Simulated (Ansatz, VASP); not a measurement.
**One calculation of MnSb, two programs**

```
Mn Sb
1.0
     0.00000    2.76712    2.76712
     2.76712    0.00000    2.76712
     2.76712    2.76712    0.00000
Mn Sb
1 1
Direct
  0.00000 0.00000 0.00000
  0.50000 0.50000 0.50000
```

Change from the starting cell: volume scaled by 0.98.

Alike in both runs: task single point; functional PBE; k mesh 11 × 11 × 11; occupations fermi-dirac, width 0.03 eV; collinear spin.

|  | VASP | Ansatz |
| --- | --- | --- |
| version | VASP 6.6.1 | Ansatz 0.2.0 |
| potentials or method | VASP PAW PBE potentials, release 64 (Mn_pv, Sb), cutoff 520 eV | all-electron LAPW, scalar-relativistic |

VASP gave:

| Item | Value |
| --- | --- |
| pressure (GPa) | 1.3 |
| net moment per atom (μB) | 1.88 |
| size of the moment on the site where the two differ most (μB) | 3.69 |

Task: What did Ansatz give for the same quantities?

Result: Pressure (GPa): 1.4; net moment per atom (μB): 1.88; size of the moment on the site where the two differ most (μB): 3.80.

Site moments also hang on the region over which each program counts them. Ansatz ran all-electron here, and VASP with PAW potentials.

Neither program's run includes spin-orbit coupling.
